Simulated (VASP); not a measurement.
# C (I4_1/amd) in VASP: further runs

Runs on C. Level: PBE. Tasks: single point.

Everything below comes from runs of VASP 6.6.1. Logs are shortened: lines on timing, memory, paths and dates and some standing lists are left out, and cuts for length are marked.

### Step 1. The cell of the first run

It takes space group I4_1/amd (No. 141, tetragonal). Conventional cell: a = 2.835 Å, b = 2.835 Å, c = 2.834 Å, α = 90.00°, β = 90.00°, γ = 90.00°. Within 2.1 Å of C (site symmetry -4m2) lie 4 C at 1.58 Å.

### Step 2. Single point, PBE

INCAR reads:

```
SYSTEM = C
  ALGO = Normal
  EDIFF = 1E-6
  ENCUT = 520
  GGA = PE
  ISIF = 2
  ISMEAR = 0
  LASPH = .TRUE.
  LCHARG = .FALSE.
  LREAL = .FALSE.
  LWAVE = .FALSE.
  NBANDS = 11
  NELM = 60
  PREC = Accurate
  SIGMA = 0.05
```

KPOINTS reads:

```
k-points
0
G
  12 12 12
  0 0 0
```

POSCAR reads:

```
C
1.0
    0.0000000000      2.0045235148      1.4171981250
    2.0045235148      0.0000000000      1.4171981250
    2.0045235148      2.0045235148      0.0000000000
C
2
Direct
    0.5000000000      0.5000000000      0.5000000000
    0.7500000000      0.7500000000      0.7500000000
```

Potentials or basis: VASP PAW PBE potentials, release 64 (C).

Run with:

```sh
$ cat potpaw_PBE.64/C/POTCAR > POTCAR
$ mpirun -np 1 vasp_std > vasp.out
```

OUTCAR:

```text
SYSTEM = C
   EDIFF = 1E-6
   ENCUT = 520
   GGA = PE
   ISIF = 2
   ISMEAR = 0
   LASPH = .TRUE.
   LREAL = .FALSE.
   NELM = 60
   PREC = Accurate

 ion  position               nearest neighbor table
   1  0.500  0.500  0.500-   2 1.58   2 1.58   2 1.58   2 1.58
   2  0.750  0.750  0.750-   1 1.58   1 1.58   1 1.58   1 1.58

  LATTYP: Found a body centered tetragonal cell.
 ALAT       =     2.8348243407
 C/A-ratio  =     0.9998489886

  Lattice vectors:

 A1 = (   0.0000000000,  -2.0045235148,  -1.4171981250)
 A2 = (   0.0000000000,   2.0045235148,  -1.4171981250)
 A3 = (   2.0045235148,   0.0000000000,   1.4171981250)

Analysis of symmetry for initial positions (statically):
=====================================================================
 Subroutine PRICEL returns:
 Original cell was already a primitive cell.

 Routine SETGRP: Setting up the symmetry group for a
 body centered tetragonal supercell.

 Subroutine GETGRP returns: Found 16 space group operations
 (whereof  8 operations were pure point group operations)
 out of a pool of 16 trial point group operations.

The static configuration has the point symmetry D_2d.
 The point group associated with its full space group is D_4h.

Analysis of symmetry for dynamics (positions and initial velocities):
=====================================================================
 Subroutine PRICEL returns:
 Original cell was already a primitive cell.

 Routine SETGRP: Setting up the symmetry group for a
 body centered tetragonal supercell.

 Subroutine GETGRP returns: Found 16 space group operations
 (whereof  8 operations were pure point group operations)
 out of a pool of 16 trial point group operations.

The dynamic configuration has the point symmetry D_2d.
 The point group associated with its full space group is D_4h.

 Subroutine INISYM returns: Found 16 space group operations
 (whereof  8 operations are pure point group operations),
 and found     1 'primitive' translations

----------------------------------------------------------------------------------------

                                     Primitive cell

  volume of cell :      11.3889

  direct lattice vectors                    reciprocal lattice vectors
     0.000000000  2.004523515  1.417198125    -0.249435837  0.249435837  0.352808821
     2.004523515  0.000000000  1.417198125     0.249435837 -0.249435837  0.352808821
     2.004523515  2.004523515  0.000000000     0.249435837  0.249435837 -0.352808821

  length of vectors
     2.454906321  2.454906321  2.834824341     0.498909348  0.498909348  0.498909348

  position of ions in fractional coordinates (direct lattice)
     0.500000000  0.500000000  0.500000000
     0.750000000  0.750000000  0.750000000

  ion indices of the primitive-cell ions
   primitive index   ion index
                 1           1
                 2           2

----------------------------------------------------------------------------------------

 KPOINTS: k-points

Automatic generation of k-mesh.
 Grid dimensions read from file:
 generate k-points for:   12   12   12

 Generating k-lattice:

  Cartesian coordinates                     Fractional coordinates (reciprocal lattice)
    -0.020786320  0.020786320  0.029400735     0.083333333 -0.000000000  0.000000000
     0.020786320 -0.020786320  0.029400735    -0.000000000  0.083333333  0.000000000
     0.020786320  0.020786320 -0.029400735     0.000000000  0.000000000  0.083333333

  Length of vectors
     0.041575779  0.041575779  0.041575779

  Shift w.r.t. Gamma in fractional coordinates (k-lattice)
     0.000000000  0.000000000  0.000000000

 Subroutine IBZKPT returns following result:
 ===========================================

 Found    163 irreducible k-points:

 Following reciprocal coordinates:
            Coordinates               Weight
  0.000000  0.000000  0.000000      1.000000
  0.083333 -0.000000  0.000000      8.000000
  0.166667  0.000000  0.000000      8.000000
  0.250000 -0.000000  0.000000      8.000000
  0.333333 -0.000000  0.000000      8.000000
  0.416667 -0.000000  0.000000      8.000000
[... 16 lines left out ...]
  0.500000  0.166667  0.000000      8.000000
 -0.416667  0.166667  0.000000      8.000000
 [... further k-points ...]
   k-points           NKPTS =    163   k-points in BZ     NKDIM =    163   number of bands    NBANDS=     11
   number of dos      NEDOS =    301   number of ions     NIONS =      2
   total plane-waves  NPLWV =   7776
   dimension x,y,z NGX =    18 NGY =   18 NGZ =   24
   dimension x,y,z NGXF=    36 NGYF=   36 NGZF=   48
   ions per type =               2
   NGX,Y,Z   is equivalent  to a cutoff of  12.19, 12.19, 14.07 a.u.
   NGXF,Y,Z  is equivalent  to a cutoff of  24.38, 24.38, 28.15 a.u.
 SYSTEM =  C
   PREC   = accura    normal or accurate (medium, high low for compatibility)
   ISTART =      0    job   : 0-new  1-cont  2-samecut
   ICHARG =      2    charge: 1-file 2-atom 10-const
   ISPIN  =      1    spin polarized calculation?
   LNONCOLLINEAR =      F non collinear calculations
   LSORBIT =      F    spin-orbit coupling
   LASPH  =      T    aspherical Exc in radial PAW
   ENCUT  =  520.0 eV  38.22 Ry    6.18 a.u.   4.56  4.56  5.27*2*pi/ulx,y,z
   NELM   =     60;   NELMIN=  2; NELMDL= -5     # of ELM steps
   EDIFF  = 0.1E-05   stopping-criterion for ELM
   LREAL  =      F    real-space projection
   EDIFFG = 0.1E-04   stopping-criterion for IOM
   NSW    =      0    number of steps for IOM
   IBRION =     -1    ionic relax: 0-MD 1-quasi-New 2-CG
   NFREE  =      0    steps in history (QN), initial steepest desc. (CG)
   ISIF   =      2    stress and relaxation
   ISYM   =      2    0-nonsym 1-usesym 2-fastsym
   POTIM  = 0.5000    time-step for ionic-motion
   TEBEG  =    0.0;   TEEND  =   0.0 temperature during run
   PSTRESS=    0.0 pullay stress
   NELECT =       8.0000    total number of electrons
   NUPDOWN=      -1.0000    fix difference up-down
   EMIN   =  10.00;   EMAX   =-10.00  energy-range for DOS
   EFERMI =   0.00;   METHOD = LEGACY
   ISMEAR =     0;   SIGMA  =   0.05  broadening in eV -4-tet -1-fermi 0-gaus
   EFERMI_NEDOS =   21; number of points for ismear=-14 and -15
   IALGO  =     38    algorithm
   IMIX   =      4    mixing-type and parameters
     AMIX     =   0.40;   BMIX     =  1.00
     AMIX_MAG =   1.60;   BMIX_MAG =  1.00
  volume/ion in A,a.u.               =       5.69        38.43
  Fermi-wavevector in a.u.,A,eV,Ry     =   1.455271  2.750063 28.814604  2.117814
  Thomas-Fermi vector in A             =   2.572325
   LORBIT       =      0    0 simple, 1 ext, 2 COOP (PROOUT), +10 PAW based schemes
   GGA     = PE    functional components
   LHFCALC =     F    Hartree Fock is set to
   AEXX    =    0.0000 exact exchange contribution
   IVDW    =     0    specifies the selected vdW correction
   LEPSILON=     F    determine dielectric tensor
   LRPA    =     F    only Hartree local field effects (RPA)
 non-spin polarized calculation
 Gauss-broadening in eV      SIGMA  =   0.05
  energy-cutoff  :      520.00
  volume of cell :       11.39
 maximum number of plane-waves:       321
   NGX =  9   NGY =  9   NGZ = 11

 number of electron       8.0000000 magnetization

 Free energy of the ion-electron system (eV)
  ---------------------------------------------------
  ext. energy  EPLUGINS =         0.00000000
  ---------------------------------------------------
  free energy    TOTEN  =       -16.25785527 eV

  energy without entropy =      -16.25767030  energy(sigma->0) =      -16.25776279

 E-fermi :  10.4824     XC(G=0): -13.4086

 val. band max:       10.2555100945   @ k =   0.5000   0.3333   0.0000
 cond. band min:      10.4958400891   @ k =  -0.4167   0.4167   0.0000
 fundamental gap:      0.2403299946
 Fermi energy:        10.4824024707

 k-point     1 :       0.0000    0.0000    0.0000
  band No.  band energies     occupation
      1     -11.6084      2.00000
      2       8.4845      2.00000
      3       8.4845      2.00000
      4      12.3429      0.00000
      5      13.8404      0.00000
      6      17.8804      0.00000
      7      17.8804      0.00000
      8      21.5195      0.00000
      9      28.4157      0.00000
     10      30.3622      0.00000
     11      33.2629      0.00000

 k-point     2 :       0.0833   -0.0000    0.0000
  band No.  band energies     occupation
      1     -11.4022      2.00000
      2       7.9360      2.00000
      3       8.1409      2.00000
      4      11.7235      0.00000
      5      13.8424      0.00000
      6      17.9773      0.00000
      7      18.3066      0.00000
      8      21.7537      0.00000
      9      28.3724      0.00000
     10      30.6398      0.00000
     11      31.5301      0.00000

 k-point     3 :       0.1667    0.0000    0.0000
  band No.  band energies     occupation
      1     -10.7861      2.00000
      2       6.2715      2.00000
      3       7.3243      2.00000
      4      10.6455      0.00000
      5      13.8011      0.00000
      6      17.9764      0.00000
      7      19.0506      0.00000
      8      22.5591      0.00000
      9      29.0132      0.00000
     10      30.2960      0.00000
     11      31.9588      0.00000

 k-point     4 :       0.2500   -0.0000    0.0000
  band No.  band energies     occupation
      1      -9.7683      2.00000
      2       3.8037      2.00000
      3       6.4020      2.00000
      4       9.7904      2.00000
      5      13.6784      0.00000
      6      17.6286      0.00000
      7      19.7604      0.00000
      8      23.7945      0.00000
      9      30.2488      0.00000
     10      30.8180      0.00000
     11      32.9876      0.00000
[... 239 lines left out ...]
 k-point    22 :       0.4167    0.1667    0.0000
  band No.  band energies     occupation
      1      -5.9033      2.00000
      2      -0.7665      2.00000
      3       3.7237      2.00000
      4       7.5595      2.00000
      5      12.3457      0.00000
      6      18.8512      0.00000
      7      19.3742      0.00000
      8      23.2782      0.00000
      9      34.1975      0.00000
     10      35.6070      0.00000
     11      36.5509      0.00000

 k-point    23 :       0.5000    0.1667    0.0000
  band No.  band energies     occupation
      1      -4.5811      2.00000
      2      -2.4398      2.00000
      3       3.5409      2.00000
      4       7.2277      2.00000
      5      12.9468      0.00000
      6      19.3139      0.00000
      7      19.3718      0.00000
      8      23.5750      0.00000
      9      32.4760      0.00000
     10      34.4423      0.00000
     11      36.7475      0.00000

 k-point    24 :      -0.4167    0.1667    0.0000
  band No.  band energies     occupation
      1      -5.8779      2.00000
      2      -0.9329      2.00000
      3       3.7223      2.00000
      4       7.0767      2.00000
      5      13.2279      0.00000
      6      19.5296      0.00000
      7      20.4551      0.00000
      8      23.7012      0.00000
      9      30.5299      0.00000
     10      32.7183      0.00000
     11      34.7108      0.00000

 [... further k-points ...]
[... 5 lines left out ...]
  --------------------------------------------------------------------------------------
  -------------------------------------------------------------------------------------
  Total       -4.2735802     -4.2735802      8.7320389      0.0000000      0.0000000      0.0000000
  in kB     -601.2008180   -601.2008180   1228.4100746      0.0000000      0.0000000      0.0000000
  external PRESSURE =       8.6694795 kB  Pullay stress =       0.0000000 kB

 VOLUME and BASIS-vectors are now :
 -----------------------------------------------------------------------------
  energy-cutoff  :      520.00
  volume of cell :       11.39
      direct lattice vectors                 reciprocal lattice vectors
     0.000000000  2.004523515  1.417198125    -0.249435837  0.249435837  0.352808821
     2.004523515  0.000000000  1.417198125     0.249435837 -0.249435837  0.352808821
     2.004523515  2.004523515  0.000000000     0.249435837  0.249435837 -0.352808821

 POSITION                                       TOTAL-FORCE (eV/Angst)
 -----------------------------------------------------------------------------------
      2.00452      2.00452      1.41720        -0.000000     -0.000000     -0.000000
      3.00679      3.00679      2.12580         0.000000      0.000000      0.000000
 -----------------------------------------------------------------------------------
    total drift:                                0.000000     -0.000000      0.000000

  FREE ENERGIE OF THE ION-ELECTRON SYSTEM (eV)
  ---------------------------------------------------
  free  energy   TOTEN  =       -16.2578552733 eV

  energy  without entropy=      -16.2576703019  energy(sigma->0) =      -16.25776279
```

Wall time 13 s (1 thread of Intel Xeon Platinum 8259CL at 2.50GHz (Skylake/Cascade Lake), shared host); peak memory 0.12 GiB.

What came out:

| Quantity | Value |
| --- | --- |
| Free energy | -16.2579 eV |
| Pressure | 0.9 GPa |
| Band gap on the k mesh | zero (band 4 reaches 12.34 eV, above the bottom of band 5 at 8.82 eV) |

(Part 1 of 2 ends here.)
